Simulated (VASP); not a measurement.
# BaS in VASP: a series of runs, part 2 of 2

VASP 6.6.1. The steps go on from the part before.

### 4 Single point, PBEsol (equal xy, yz and zx shear strains of -1 %)

File INCAR:

```
SYSTEM = BaS
PREC = Accurate
ENCUT = 520
EDIFF = 1E-6
ISMEAR = -1
SIGMA = 0.02
LREAL = .False.
LASPH = .True.
NELM = 60
ALGO = Normal
ISIF = 2
LWAVE = .False.
LCHARG = .False.
GGA = PS
NBANDS = 15
```

File KPOINTS:

```
regular mesh
0
Gamma
  8 8 8
  0 0 0
```

File POSCAR:

```
BaS
1.0
   -0.0319375000      3.1777812500      3.1777812500
    3.1777812500     -0.0319375000      3.1777812500
    3.1777812500      3.1777812500     -0.0319375000
Ba S
1 1
Direct
    0.0000000000      0.0000000000      0.0000000000
    0.5000000000      0.5000000000      0.5000000000
```

Potentials or basis: VASP PAW PBE potentials, release 64 (Ba_sv, S).

On the command line:

```console
$ cat potpaw_PBE.64/Ba_sv/POTCAR potpaw_PBE.64/S/POTCAR > POTCAR
$ mpirun -np 1 vasp_std > vasp.out
```

OUTCAR:

```text
SYSTEM = BaS
   PREC = Accurate
   ENCUT = 520
   EDIFF = 1E-6
   ISMEAR = -1
   LREAL = .False.
   LASPH = .True.
   NELM = 60
   ISIF = 2
   GGA = PS

 ion  position               nearest neighbor table
   1  0.000  0.000  0.000-   2 3.19   2 3.19   2 3.19   2 3.19   2 3.19   2 3.19
   2  0.500  0.500  0.500-   1 3.19   1 3.19   1 3.19   1 3.19   1 3.19   1 3.19

  LATTYP: Found a trigonal (rhomboedric) cell.
 ALAT       =     4.4941748241
 COS(alpha) =     0.4899250057

  Lattice vectors:

 A1 = (  -0.0319375000,   3.1777812500,   3.1777812500)
 A2 = (   3.1777812500,  -0.0319375000,   3.1777812500)
 A3 = (   3.1777812500,   3.1777812500,  -0.0319375000)

Analysis of symmetry for initial positions (statically):
=====================================================================
 Subroutine PRICEL returns:
 Original cell was already a primitive cell.

 Routine SETGRP: Setting up the symmetry group for a
 trigonal (rhombohedral) supercell.

 Subroutine GETGRP returns: Found 12 space group operations
 (whereof 12 operations were pure point group operations)
 out of a pool of 12 trial point group operations.

The static configuration has the point symmetry D_3d.

Analysis of symmetry for dynamics (positions and initial velocities):
=====================================================================
 Subroutine PRICEL returns:
 Original cell was already a primitive cell.

 Routine SETGRP: Setting up the symmetry group for a
 trigonal (rhombohedral) supercell.

 Subroutine GETGRP returns: Found 12 space group operations
 (whereof 12 operations were pure point group operations)
 out of a pool of 12 trial point group operations.

The dynamic configuration has the point symmetry D_3d.

 Subroutine INISYM returns: Found 12 space group operations
 (whereof 12 operations are pure point group operations),
 and found     1 'primitive' translations

----------------------------------------------------------------------------------------

                                     Primitive cell

  volume of cell :      65.1478

  direct lattice vectors                    reciprocal lattice vectors
    -0.031937500  3.177781250  3.177781250    -0.154990137  0.156563641  0.156563641
     3.177781250 -0.031937500  3.177781250     0.156563641 -0.154990137  0.156563641
     3.177781250  3.177781250 -0.031937500     0.156563641  0.156563641 -0.154990137

  length of vectors
     4.494174824  4.494174824  4.494174824     0.270270771  0.270270771  0.270270771

  position of ions in fractional coordinates (direct lattice)
     0.000000000  0.000000000  0.000000000
     0.500000000  0.500000000  0.500000000

  ion indices of the primitive-cell ions
   primitive index   ion index
                 1           1
                 2           2

----------------------------------------------------------------------------------------

 KPOINTS: regular mesh

Automatic generation of k-mesh.
 Grid dimensions read from file:
 generate k-points for:    8    8    8

 Generating k-lattice:

  Cartesian coordinates                     Fractional coordinates (reciprocal lattice)
    -0.019373767  0.019570455  0.019570455     0.125000000 -0.000000000 -0.000000000
     0.019570455 -0.019373767  0.019570455    -0.000000000  0.125000000 -0.000000000
     0.019570455  0.019570455 -0.019373767    -0.000000000 -0.000000000  0.125000000

  Length of vectors
     0.033783846  0.033783846  0.033783846

  Shift w.r.t. Gamma in fractional coordinates (k-lattice)
     0.000000000  0.000000000  0.000000000

 Subroutine IBZKPT returns following result:
 ===========================================

 Found     65 irreducible k-points:

 Following reciprocal coordinates:
            Coordinates               Weight
  0.000000  0.000000  0.000000      1.000000
  0.125000  0.000000  0.000000      6.000000
  0.250000  0.000000  0.000000      6.000000
  0.375000  0.000000 -0.000000      6.000000
  0.500000  0.000000  0.000000      3.000000
  0.125000  0.125000  0.000000      6.000000
[... 16 lines left out ...]
  0.250000  0.125000  0.125000      6.000000
  0.375000  0.125000  0.125000      6.000000
 [... further k-points ...]
   k-points           NKPTS =     65   k-points in BZ     NKDIM =     65   number of bands    NBANDS=     15
   number of dos      NEDOS =    301   number of ions     NIONS =      2
   total plane-waves  NPLWV =  46656
   dimension x,y,z NGX =    36 NGY =   36 NGZ =   36
   dimension x,y,z NGXF=    72 NGYF=   72 NGZF=   72
   ions per type =               1   1
   NGX,Y,Z   is equivalent  to a cutoff of  13.32, 13.32, 13.32 a.u.
   NGXF,Y,Z  is equivalent  to a cutoff of  26.63, 26.63, 26.63 a.u.
 SYSTEM =  BaS
   PREC   = accura    normal or accurate (medium, high low for compatibility)
   ISTART =      0    job   : 0-new  1-cont  2-samecut
   ICHARG =      2    charge: 1-file 2-atom 10-const
   ISPIN  =      1    spin polarized calculation?
   LNONCOLLINEAR =      F non collinear calculations
   LSORBIT =      F    spin-orbit coupling
   LASPH  =      T    aspherical Exc in radial PAW
   ENCUT  =  520.0 eV  38.22 Ry    6.18 a.u.   8.36  8.36  8.36*2*pi/ulx,y,z
   NELM   =     60;   NELMIN=  2; NELMDL= -5     # of ELM steps
   EDIFF  = 0.1E-05   stopping-criterion for ELM
   LREAL  =      F    real-space projection
   EDIFFG = 0.1E-04   stopping-criterion for IOM
   NSW    =      0    number of steps for IOM
   IBRION =     -1    ionic relax: 0-MD 1-quasi-New 2-CG
   NFREE  =      0    steps in history (QN), initial steepest desc. (CG)
   ISIF   =      2    stress and relaxation
   ISYM   =      2    0-nonsym 1-usesym 2-fastsym
   POTIM  = 0.5000    time-step for ionic-motion
   TEBEG  =    0.0;   TEEND  =   0.0 temperature during run
   PSTRESS=    0.0 pullay stress
   NELECT =      16.0000    total number of electrons
   NUPDOWN=      -1.0000    fix difference up-down
   EMIN   =  10.00;   EMAX   =-10.00  energy-range for DOS
   EFERMI =   0.00;   METHOD = LEGACY
   ISMEAR =    -1;   SIGMA  =   0.02  broadening in eV -4-tet -1-fermi 0-gaus
   EFERMI_NEDOS =   21; number of points for ismear=-14 and -15
   IALGO  =     38    algorithm
   IMIX   =      4    mixing-type and parameters
     AMIX     =   0.40;   BMIX     =  1.00
     AMIX_MAG =   1.60;   BMIX_MAG =  1.00
  volume/ion in A,a.u.               =      32.57       219.82
  Fermi-wavevector in a.u.,A,eV,Ry     =   1.025215  1.937375 14.300609  1.051065
  Thomas-Fermi vector in A             =   2.159043
   LORBIT       =      0    0 simple, 1 ext, 2 COOP (PROOUT), +10 PAW based schemes
   GGA     = PS    functional components
   LHFCALC =     F    Hartree Fock is set to
   AEXX    =    0.0000 exact exchange contribution
   IVDW    =     0    specifies the selected vdW correction
   LEPSILON=     F    determine dielectric tensor
   LRPA    =     F    only Hartree local field effects (RPA)
 non-spin polarized calculation
  energy-cutoff  :      520.00
  volume of cell :       65.15
 maximum number of plane-waves:      1783
 NGX is ok and might be reduce to    36
   NGX = 17   NGY = 17   NGZ = 17

 number of electron      16.0000001 magnetization

 Free energy of the ion-electron system (eV)
  ---------------------------------------------------
  ext. energy  EPLUGINS =         0.00000000
  ---------------------------------------------------
  free energy    TOTEN  =       -10.71699300 eV

  energy without entropy =      -10.71699300  energy(sigma->0) =      -10.71699300

 E-fermi :   1.7504     XC(G=0):  -8.8236

 val. band max:        1.3661918206   @ k =   0.0000   0.0000   0.0000
 cond. band min:       3.3243954731   @ k =   0.5000   0.5000   0.0000
 fundamental gap:      1.9582036526
 Fermi energy:         1.7504163056

 k-point     1 :       0.0000    0.0000    0.0000
  band No.  band energies     occupation
      1     -24.6936      2.00000
      2      -9.7371      2.00000
      3      -9.7371      2.00000
      4      -9.7325      2.00000
      5      -9.0101      2.00000
      6       1.3318      2.00000
      7       1.3318      2.00000
      8       1.3662      2.00000
      9       4.7444      0.00000
     10       5.0834      0.00000
     11       5.0834      0.00000
     12       5.2202      0.00000
     13       6.0822      0.00000
     14       6.0822      0.00000
[... 401 lines left out ...]
      2     -10.6023      2.00000
      3      -9.8394      2.00000
      4      -9.7482      2.00000
      5      -8.0749      2.00000
      6      -0.1542      2.00000
      7       0.4030      2.00000
      8       0.8807      2.00000
      9       5.3629      0.00000
     10       6.0603      0.00000
     11       6.5314      0.00000
     12       7.1915      0.00000
     13       8.0412      0.00000
     14       8.9704      0.00000
     15      11.5500      0.00000

 [... further k-points ...]
[... 5 lines left out ...]
  --------------------------------------------------------------------------------------
  -------------------------------------------------------------------------------------
  Total       -0.2172919     -0.2172919     -0.2172919      0.0742306      0.0742306      0.0742306
  in kB       -5.3438484     -5.3438484     -5.3438484      1.8255483      1.8255483      1.8255483
  external PRESSURE =      -5.3438484 kB  Pullay stress =       0.0000000 kB

 VOLUME and BASIS-vectors are now :
 -----------------------------------------------------------------------------
  energy-cutoff  :      520.00
  volume of cell :       65.15
      direct lattice vectors                 reciprocal lattice vectors
    -0.031937500  3.177781250  3.177781250    -0.154990137  0.156563641  0.156563641
     3.177781250 -0.031937500  3.177781250     0.156563641 -0.154990137  0.156563641
     3.177781250  3.177781250 -0.031937500     0.156563641  0.156563641 -0.154990137

 POSITION                                       TOTAL-FORCE (eV/Angst)
 -----------------------------------------------------------------------------------
      0.00000      0.00000      0.00000         0.000000      0.000000     -0.000000
      3.16181      3.16181      3.16181        -0.000000     -0.000000      0.000000
 -----------------------------------------------------------------------------------
    total drift:                                0.000000      0.000000      0.000000

  FREE ENERGIE OF THE ION-ELECTRON SYSTEM (eV)
  ---------------------------------------------------
  free  energy   TOTEN  =       -10.7169929957 eV

  energy  without entropy=      -10.7169929956  energy(sigma->0) =      -10.71699300
```

OSZICAR:

```text
N       E                     dE             d eps       ncg     rms          rms(c)
DAV:   1     0.806755529324E+02    0.80676E+02   -0.67589E+03  1950   0.925E+02
DAV:   2    -0.638661350652E+01   -0.87062E+02   -0.78928E+02  2677   0.168E+02
DAV:   3    -0.110568536047E+02   -0.46702E+01   -0.46391E+01  2693   0.406E+01
DAV:   4    -0.111484151522E+02   -0.91562E-01   -0.91546E-01  2516   0.586E+00
DAV:   5    -0.111504712230E+02   -0.20561E-02   -0.20560E-02  2693   0.734E-01    0.459E+00
DAV:   6    -0.107196394115E+02    0.43083E+00   -0.56529E-01  2286   0.458E+00    0.315E+00
DAV:   7    -0.107117275410E+02    0.79119E-02   -0.13808E-01  2477   0.208E+00    0.174E+00
DAV:   8    -0.107172707519E+02   -0.55432E-02   -0.20294E-02  2146   0.916E-01    0.242E-01
DAV:   9    -0.107165408621E+02    0.72989E-03   -0.28034E-03  2573   0.327E-01    0.115E-01
DAV:  10    -0.107169820257E+02   -0.44116E-03   -0.52260E-04  2090   0.154E-01    0.266E-02
DAV:  11    -0.107169920893E+02   -0.10064E-04   -0.42302E-05  2644   0.405E-02    0.761E-03
DAV:  12    -0.107169929957E+02   -0.90637E-06   -0.32987E-06  2153   0.113E-02
   1 F= -.10716993E+02 E0= -.10716993E+02  d E =-.106987E-10
```

stdout:

```text
POSCAR found type information on POSCAR BaS
 POSCAR found :  2 types and       2 ions
 scaLAPACK will be used
 -----------------------------------------------------------------------------
|                                                                             |
|                                                                             |
|     You enforced a specific xc type in the INCAR file but a different       |
|     I HOPE YOU KNOW WHAT YOU ARE DOING!                                     |
|                                                                             |
 -----------------------------------------------------------------------------

 LDA part: xc-table for (Slater+PW92), standard interpolation
 POSCAR, INCAR and KPOINTS ok, starting setup
 FFT: planning ... GRIDC
 FFT: planning ... GRID_SOFT
 FFT: planning ... GRID
 WAVECAR not read
 entering main loop
```

It took 47 s on 1 thread of Intel Xeon Platinum 8259CL at 2.50GHz (Skylake/Cascade Lake), shared host; peak memory 0.24 GiB.

Results:

```yaml
Free_energy: -10.7170 eV
Pressure: -0.5 GPa
Band_gap_on_the_k_mesh: 1.96 eV (least direct gap 2.11 eV)
```

Levels at points of the mesh, in eV from the valence-band top:
| k point | band 5 | band 6 | band 7 | band 8 | band 9 | band 10 | band 11 | band 12 |
| --- | --- | --- | --- | --- | --- | --- | --- | --- |
| (0.00, 0.00, 0.00) | -10.38 | -0.03 | -0.03 | 0.00 | 3.38 | 3.72 | 3.72 | 3.85 |
| (0.50, 0.00, 0.00) | -9.10 | -2.02 | -1.15 | -1.09 | 5.42 | 5.50 | 6.15 | 6.30 |
| (0.50, 0.50, 0.00) | -10.28 | -0.56 | -0.18 | -0.15 | 1.96 | 5.88 | 5.90 | 7.41 |
| (0.50, 0.50, 0.50) | -9.12 | -2.02 | -1.17 | -1.17 | 5.47 | 5.50 | 6.29 | 6.29 |

Caveat: the cell differs from its parent crystal (equal xy, yz and zx shear strains of -1 %); the PAW data sets were made with another functional, which shifts forces and pressure a little; spin-orbit coupling is left out, which moves the levels of the heavy elements. A k mesh can miss the band edges.

### 5 Summary

| cell | gap on the mesh (eV) | pressure (GPa) |
| --- | --- | --- |
| a = 4.562, b = 4.562, c = 4.607 Å, angles 59.7, 59.7, 60.7°, 2 atoms | 2.00 | -2.1 |
| a = 4.450 Å, angles 62.0°, 2 atoms | 1.91 | -0.6 |
| a = 4.494 Å, angles 60.7°, 2 atoms | 1.96 | -0.5 |

Alike in all rows: task single point; level PBEsol; potentials or basis VASP PAW PBE potentials, release 64 (Ba_sv, S); no spin polarisation; k mesh 8 × 8 × 8; cutoff (eV) 520; smearing fermi-dirac 0.02 eV.

Caveats: the PAW data sets were made with another functional, which shifts forces and pressure a little; spin-orbit coupling is left out, which moves the levels of the heavy elements.

Total energies depend on the potentials used, so only differences within one code and one set of settings carry meaning.
